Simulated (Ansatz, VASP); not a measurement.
# Se in VASP and in Ansatz

File INCAR:

```
  PREC = Accurate
  ENCUT = 520
  EDIFF = 1E-6
  ISMEAR = -1
  SIGMA = 0.05
  LREAL = F
  LASPH = T
  NELM = 100
  ALGO = Normal
  ISIF = 2
  LWAVE = F
  LCHARG = F
  GGA = PE
  NBANDS = 16
```

Contents of KPOINTS:

```
Automatic mesh
0
Gamma
  6 6 5
```

POSCAR

```
Se
1.0
    4.3662000000      0.0000000000      0.0000000000
   -2.1831000000      3.7812401180      0.0000000000
    0.0000000000      0.0000000000      4.8545280000
Se
3
Direct
    0.7746000000      0.7746000000      0.0000000000
    0.0000000000      0.2254000000      0.6666666667
    0.2254000000      0.0000000000      0.3333333333
```

input.yaml

```yaml
crystal:
  lattice:
    - [4.3662, 0.0, 0.0]
    - [-2.1831, 3.781240118, 0.0]
    - [0.0, 0.0, 4.854528]
  atoms:
    - { symbol: Se, position: [0.7746, 0.7746, 0.0] }
    - { symbol: Se, position: [0.0, 0.2254, 0.6666666667] }
    - { symbol: Se, position: [0.2254, 0.0, 0.3333333333] }
hamiltonian:
  xc: pbe
  pseudopotentials: { kind: paw }
kpoints:
  mp_grid: { grid: [6, 6, 5] }
  band_path:
    path:
      - [[0.0, 0.0, 0.0], [0.5, 0.0, 0.0], [0.3333333333, 0.3333333333, 0.0], [0.0, 0.0, 0.0], [0.0, 0.0, 0.5], [0.5, 0.0, 0.5], [0.3333333333, 0.3333333333, 0.5], [0.0, 0.0, 0.5]]
      - [[0.5, 0.0, 0.5], [0.5, 0.0, 0.0]]
      - [[0.3333333333, 0.3333333333, 0.0], [0.3333333333, 0.3333333333, 0.5]]
    npoints: 14
scf:
  occupations: { method: fermi_dirac, width: 0.05 }
  n_extra_bands: 7
output:
  forces: true
  stress: true
  eigenvalues: true
  fatbands: false
```

Alike in both runs: functional PBE; k mesh 6 × 6 × 5; occupations fermi-dirac, width 0.05 eV; no spin polarisation.

|  | VASP | Ansatz |
| --- | --- | --- |
| version | VASP 6.6.1 | Ansatz 0.2.0 |
| potentials or method | VASP PAW PBE potentials, release 64 (Se) | Ansatz PAW |
| plane-wave cutoff (eV) | 520 | 420 |
| valence electrons in the cell | 18 | 48 |
| task | single point | band structure |

Ansatz gave:

```
gap on the k mesh at the Fermi level (eV)                     : 1.27
least direct gap on the mesh (eV)                             : 1.67
pressure (GPa)                                                : 4.5
traceless stress, the component that is largest in VASP (GPa) : 2.16
rms of the force components (eV/Å)                            : 0.379
```

Problem. Which values does VASP return?

Solution. gap on the k mesh at the Fermi level (eV): 1.27; least direct gap on the mesh (eV): 1.66; pressure (GPa): 4.7; traceless stress, the component that is largest in VASP (GPa): 2.21; rms of the force components (eV/Å): 0.402.

Atom by atom the forces differ by 0.022 eV/Å (rms over components). VASP's potentials hold 18 valence electrons a cell and Ansatz's 48, so a difference there can come from the potentials and not from the codes.

Noted on Ansatz's run: the k mesh misses the band edges, so the gap on the mesh is wider than the one along the path.
